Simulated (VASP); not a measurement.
# Ta (I4/mmm) in VASP: further runs

Runs on Ta. Level: PBE. Tasks: single point.

Program: VASP 6.6.1. These are calculated values, not measurements. Logs are shortened: lines on timing, memory, paths and dates and some standing lists are left out, and cuts for length are marked.

**1. The cell of the first run**

It takes space group I4/mmm (No. 139, tetragonal). Conventional cell: a = 3.275 Å, b = 3.275 Å, c = 3.477 Å, α = 90.00°, β = 90.00°, γ = 90.00°. Within 3.8 Å of Ta (site symmetry 4/mmm) lie 14 Ta at 2.90 to 3.48 Å.

**2. Single point, PBE (volume 18.646 Å^3 an atom, c/a of the conventional cell 1.0616)**

The input, INCAR:

```
SYSTEM = Ta
PREC = Accurate ; ENCUT = 520
EDIFF = 1E-6 ; ISMEAR = 0
SIGMA = 0.15 ; LREAL = .False.
LASPH = .True. ; NELM = 80
ALGO = Fast ; ISIF = 2
LWAVE = .False. ; LCHARG = .False.
GGA = PE ; NBANDS = 12
```

The input, KPOINTS:

```
regular mesh
0
Gamma
  20 20 20
  0 0 0
```

The input, POSCAR:

```
Ta
1.0
   -1.6375262085      1.6375262085      1.7383978229
    1.6375262085     -1.6375262085      1.7383978229
    1.6375262085      1.6375262085     -1.7383978229
Ta
1
Direct
    0.0000000000      0.0000000000      0.0000000000
```

Potentials or basis: VASP PAW PBE potentials, release 64 (Ta_pv).

Launch:

```bash
cat potpaw_PBE.64/Ta_pv/POTCAR > POTCAR
mpirun -np 1 vasp_std > vasp.out
```

OUTCAR:

```text
SYSTEM = Ta
   PREC = Accurate
   ENCUT = 520
   EDIFF = 1E-6
   ISMEAR = 0
   LREAL = .False.
   LASPH = .True.
   NELM = 80
   ISIF = 2
   GGA = PE

 ion  position               nearest neighbor table
   1  0.000  0.000  0.000-

  LATTYP: Found a body centered tetragonal cell.
 ALAT       =     3.2750524170
 C/A-ratio  =     1.0616000000

  Lattice vectors:

 A1 = (  -1.6375262085,   1.6375262085,   1.7383978229)
 A2 = (   1.6375262085,  -1.6375262085,   1.7383978229)
 A3 = (   1.6375262085,   1.6375262085,  -1.7383978229)

Analysis of symmetry for initial positions (statically):
=====================================================================
 Subroutine PRICEL returns:
 Original cell was already a primitive cell.

 Routine SETGRP: Setting up the symmetry group for a
 body centered tetragonal supercell.

 Subroutine GETGRP returns: Found 16 space group operations
 (whereof 16 operations were pure point group operations)
 out of a pool of 16 trial point group operations.

The static configuration has the point symmetry D_4h.

Analysis of symmetry for dynamics (positions and initial velocities):
=====================================================================
 Subroutine PRICEL returns:
 Original cell was already a primitive cell.

 Routine SETGRP: Setting up the symmetry group for a
 body centered tetragonal supercell.

 Subroutine GETGRP returns: Found 16 space group operations
 (whereof 16 operations were pure point group operations)
 out of a pool of 16 trial point group operations.

The dynamic configuration has the point symmetry D_4h.

 Subroutine INISYM returns: Found 16 space group operations
 (whereof 16 operations are pure point group operations),
 and found     1 'primitive' translations

----------------------------------------------------------------------------------------

                                     Primitive cell

  volume of cell :      18.6460

  direct lattice vectors                    reciprocal lattice vectors
    -1.637526208  1.637526208  1.738397823     0.000000000  0.305338624  0.287621161
     1.637526208 -1.637526208  1.738397823     0.305338624  0.000000000  0.287621161
     1.637526208  1.637526208 -1.738397823     0.305338624  0.305338624  0.000000000

  length of vectors
     2.895688374  2.895688374  2.895688374     0.419473012  0.419473012  0.431814024

  position of ions in fractional coordinates (direct lattice)
     0.000000000  0.000000000  0.000000000

  ion indices of the primitive-cell ions
   primitive index   ion index
                 1           1

----------------------------------------------------------------------------------------

 KPOINTS: regular mesh

Automatic generation of k-mesh.
 Grid dimensions read from file:
 generate k-points for:   20   20   20

 Generating k-lattice:

  Cartesian coordinates                     Fractional coordinates (reciprocal lattice)
     0.000000000  0.015266931  0.014381058     0.050000000 -0.000000000  0.000000000
     0.015266931  0.000000000  0.014381058    -0.000000000  0.050000000  0.000000000
     0.015266931  0.015266931  0.000000000     0.000000000  0.000000000  0.050000000

  Length of vectors
     0.020973651  0.020973651  0.021590701

  Shift w.r.t. Gamma in fractional coordinates (k-lattice)
     0.000000000  0.000000000  0.000000000

 Subroutine IBZKPT returns following result:
 ===========================================

 Found    641 irreducible k-points:

 Following reciprocal coordinates:
            Coordinates               Weight
  0.000000  0.000000  0.000000      1.000000
  0.050000  0.000000 -0.000000      8.000000
  0.100000  0.000000 -0.000000      8.000000
  0.150000  0.000000  0.000000      8.000000
  0.200000  0.000000 -0.000000      8.000000
  0.250000  0.000000  0.000000      8.000000
[... 16 lines left out ...]
 -0.400000  0.050000  0.000000     16.000000
 -0.350000  0.050000 -0.000000     16.000000
 [... further k-points ...]
   k-points           NKPTS =    641   k-points in BZ     NKDIM =    641   number of bands    NBANDS=     12
   number of dos      NEDOS =    301   number of ions     NIONS =      1
   total plane-waves  NPLWV =  13824
   dimension x,y,z NGX =    24 NGY =   24 NGZ =   24
   dimension x,y,z NGXF=    48 NGYF=   48 NGZF=   48
   ions per type =               1
   NGX,Y,Z   is equivalent  to a cutoff of  13.78, 13.78, 13.78 a.u.
   NGXF,Y,Z  is equivalent  to a cutoff of  27.56, 27.56, 27.56 a.u.
 SYSTEM =  Ta
   PREC   = accura    normal or accurate (medium, high low for compatibility)
   ISTART =      0    job   : 0-new  1-cont  2-samecut
   ICHARG =      2    charge: 1-file 2-atom 10-const
   ISPIN  =      1    spin polarized calculation?
   LNONCOLLINEAR =      F non collinear calculations
   LSORBIT =      F    spin-orbit coupling
   LASPH  =      T    aspherical Exc in radial PAW
   ENCUT  =  520.0 eV  38.22 Ry    6.18 a.u.   5.38  5.38  5.38*2*pi/ulx,y,z
   NELM   =     80;   NELMIN=  2; NELMDL= -5     # of ELM steps
   EDIFF  = 0.1E-05   stopping-criterion for ELM
   LREAL  =      F    real-space projection
   EDIFFG = 0.1E-04   stopping-criterion for IOM
   NSW    =      0    number of steps for IOM
   IBRION =     -1    ionic relax: 0-MD 1-quasi-New 2-CG
   NFREE  =      0    steps in history (QN), initial steepest desc. (CG)
   ISIF   =      2    stress and relaxation
   ISYM   =      2    0-nonsym 1-usesym 2-fastsym
   POTIM  = 0.5000    time-step for ionic-motion
   TEBEG  =    0.0;   TEEND  =   0.0 temperature during run
   PSTRESS=    0.0 pullay stress
   NELECT =      11.0000    total number of electrons
   NUPDOWN=      -1.0000    fix difference up-down
   EMIN   =  10.00;   EMAX   =-10.00  energy-range for DOS
   EFERMI =   0.00;   METHOD = LEGACY
   ISMEAR =     0;   SIGMA  =   0.15  broadening in eV -4-tet -1-fermi 0-gaus
   EFERMI_NEDOS =   21; number of points for ismear=-14 and -15
   IALGO  =     68    algorithm
   IMIX   =      4    mixing-type and parameters
     AMIX     =   0.40;   BMIX     =  1.00
     AMIX_MAG =   1.60;   BMIX_MAG =  1.00
  volume/ion in A,a.u.               =      18.65       125.83
  Fermi-wavevector in a.u.,A,eV,Ry     =   1.373021  2.594633 25.649520  1.885187
  Thomas-Fermi vector in A             =   2.498576
   LORBIT       =      0    0 simple, 1 ext, 2 COOP (PROOUT), +10 PAW based schemes
   GGA     = PE    functional components
   LHFCALC =     F    Hartree Fock is set to
   AEXX    =    0.0000 exact exchange contribution
   IVDW    =     0    specifies the selected vdW correction
   LEPSILON=     F    determine dielectric tensor
   LRPA    =     F    only Hartree local field effects (RPA)
 non-spin polarized calculation
 RMM-DIIS sequential band-by-band and
 Gauss-broadening in eV      SIGMA  =   0.15
  energy-cutoff  :      520.00
  volume of cell :       18.65
 maximum number of plane-waves:       520
 NGX is ok and might be reduce to    24
   NGX = 11   NGY = 11   NGZ = 11

 number of electron      10.9999999 magnetization

 Free energy of the ion-electron system (eV)
  ---------------------------------------------------
  ext. energy  EPLUGINS =         0.00000000
  ---------------------------------------------------
  free energy    TOTEN  =       -11.80255739 eV

  energy without entropy =      -11.78709865  energy(sigma->0) =      -11.79482802

 E-fermi :   5.2246     XC(G=0): -12.4419

 val. band max:        5.2221816568   @ k =  -0.1500   0.3500   0.1500
 cond. band min:       5.2295711855   @ k =  -0.2000   0.3500   0.1000
 fundamental gap:      0.0073895286
 Fermi energy:         5.2246004974

 k-point     1 :       0.0000    0.0000    0.0000
  band No.  band energies     occupation
      1     -28.0073      2.00000
      2     -27.9973      2.00000
      3     -27.9973      2.00000
      4      -2.5725      2.00000
      5       5.7438      0.00000
      6       5.7438      0.00000
      7       6.4407      0.00000
      8       8.5836      0.00000
      9       9.5254      0.00000
     10      19.4126      0.00000
     11      20.4400      0.00000
     12      20.4401      0.00000

 k-point     2 :       0.0500    0.0000   -0.0000
  band No.  band energies     occupation
      1     -28.0307      2.00000
      2     -28.0053      2.00000
      3     -28.0016      2.00000
      4      -2.4668      2.00000
      5       5.7295      0.00000
      6       5.7624      0.00000
      7       6.4583      0.00000
      8       8.5094      0.00000
      9       9.4823      0.00000
     10      19.6107      0.00000
     11      20.6029      0.00000
     12      20.6237      0.00000

 k-point     3 :       0.1000    0.0000   -0.0000
  band No.  band energies     occupation
      1     -28.1102      2.00000
      2     -28.0286      2.00000
      3     -28.0020      2.00000
      4      -2.1583      2.00000
      5       5.6676      0.00003
      6       5.7214      0.00000
      7       6.6182      0.00000
      8       8.3289      0.00000
      9       9.3952      0.00000
     10      20.0633      0.00000
     11      21.0770      0.00000
     12      21.1605      0.00000
[... 286 lines left out ...]
 k-point    23 :      -0.4000    0.0500    0.0000
  band No.  band energies     occupation
      1     -28.9075      2.00000
      2     -28.2766      2.00000
      3     -28.0137      2.00000
      4       0.8781      2.00000
      5       4.2744      2.00000
      6       5.3640      0.18889
      7       8.4550      0.00000
      8       9.8720      0.00000
      9      11.0841      0.00000
     10      17.6986      0.00000
     11      18.1946      0.00000
     12      19.7926      0.00000

 k-point    24 :      -0.3500    0.0500   -0.0000
  band No.  band energies     occupation
      1     -28.7850      2.00000
      2     -28.2350      2.00000
      3     -28.0144      2.00000
      4       0.5565      2.00000
      5       4.4926      2.00000
      6       5.0045      1.96205
      7       8.3340      0.00000
      8       9.6946      0.00000
      9      10.0655      0.00000
     10      18.7561      0.00000
     11      19.1802      0.00000
     12      19.8043      0.00000

 [... further k-points ...]
[... 5 lines left out ...]
  --------------------------------------------------------------------------------------
  -------------------------------------------------------------------------------------
  Total       -0.1538835     -0.1538835     -0.8302222      0.0000000      0.0000000      0.0000000
  in kB      -13.2225994    -13.2225994    -71.3377241      0.0000000      0.0000000      0.0000000
  external PRESSURE =     -32.5943076 kB  Pullay stress =       0.0000000 kB

 VOLUME and BASIS-vectors are now :
 -----------------------------------------------------------------------------
  energy-cutoff  :      520.00
  volume of cell :       18.65
      direct lattice vectors                 reciprocal lattice vectors
    -1.637526208  1.637526208  1.738397823     0.000000000  0.305338624  0.287621161
     1.637526208 -1.637526208  1.738397823     0.305338624  0.000000000  0.287621161
     1.637526208  1.637526208 -1.738397823     0.305338624  0.305338624  0.000000000

 POSITION                                       TOTAL-FORCE (eV/Angst)
 -----------------------------------------------------------------------------------
      0.00000      0.00000      0.00000         0.000000      0.000000      0.000000
 -----------------------------------------------------------------------------------
    total drift:                               -0.000000      0.000000      0.000000

  FREE ENERGIE OF THE ION-ELECTRON SYSTEM (eV)
  ---------------------------------------------------
  free  energy   TOTEN  =       -11.8025573935 eV

  energy  without entropy=      -11.7870986528  energy(sigma->0) =      -11.79482802
```

It took 5.5 min on 1 thread of AMD EPYC 7R13, shared host; peak memory 0.23 GiB.

What came out:

```yaml
Free_energy: -11.8026 eV
Pressure: -3.3 GPa
```

Levels at points of the mesh, in eV from the Fermi level:
```
           k point  band 3  band 4  band 5  band 6  band 7  band 8
(0.00, 0.00, 0.00)  -33.22   -7.80    0.52    0.52    1.22    3.36
(0.50, 0.00, 0.00)  -33.22   -4.25   -1.19    1.30    3.22    4.77
(0.50, 0.50, 0.00)  -33.26   -4.21   -1.92    1.71    4.36    5.05
(0.50, 0.50, 0.50)  -33.91   -3.70   -3.52    6.40    6.63    6.63
```

Caveat: spin-orbit coupling is left out, which moves the levels of the heavy elements.

**3. Single point, PBE (volume 18.646 Å^3 an atom, c/a of the conventional cell 0.9420)**

The input, INCAR:

```
SYSTEM = Ta
  PREC = Accurate
  ENCUT = 520
  EDIFF = 1E-6
  ISMEAR = 0
  SIGMA = 0.15
  LREAL = .FALSE.
  LASPH = .TRUE.
  NELM = 60
  ALGO = Normal
  ISIF = 2
  LWAVE = .FALSE.
  LCHARG = .TRUE.
  GGA = PE
  LELF = .TRUE.
  LVHAR = .TRUE.
  NBANDS = 12
```

The input, KPOINTS:

```
Automatic mesh
0
G
  20 20 20
  0 0 0
```

The input, POSCAR:

```
Ta
1.0
   -1.7040863404      1.7040863404      1.6052493327
    1.7040863404     -1.7040863404      1.6052493327
    1.7040863404      1.7040863404     -1.6052493327
Ta
1
Direct
    0.0000000000      0.0000000000      0.0000000000
```

Potentials or basis: VASP PAW PBE potentials, release 64 (Ta_pv).

Launch:

```bash
cat potpaw_PBE.64/Ta_pv/POTCAR > POTCAR
mpirun -np 1 vasp_std > vasp.out
```

It took 3.9 min on 1 thread of AMD EPYC 7R13, shared host; peak memory 0.23 GiB.

The run converged. Its results:

```
Free energy : -11.8031 eV
Pressure    : -3.2 GPa
```

Stress tensor (GPa, compression positive):
```
-4.98  0.00  0.00
 0.00 -4.98  0.00
 0.00  0.00  0.40
```

Levels at points of the mesh, in eV from the Fermi level:
```
           k point  band 1  band 2  band 3  band 4  band 5  band 6  band 7  band 8  band 9  band 10
(0.00, 0.00, 0.00)  -33.23  -33.23  -33.21   -7.80    0.25    1.00    1.00    3.32    4.35    14.51
(0.50, 0.00, 0.00)  -34.27  -33.58  -33.25   -4.22   -1.69    1.58    3.82    5.15    7.45    11.28
(0.50, 0.50, 0.00)  -34.28  -33.52  -33.21   -4.28   -0.92    1.15    3.08    4.40    7.33    10.92
(0.50, 0.50, 0.50)  -34.00  -34.00  -33.86   -3.69   -3.54    6.47    6.47    6.71    7.83     7.83
```

Caveat: spin-orbit coupling is left out, which moves the levels of the heavy elements.
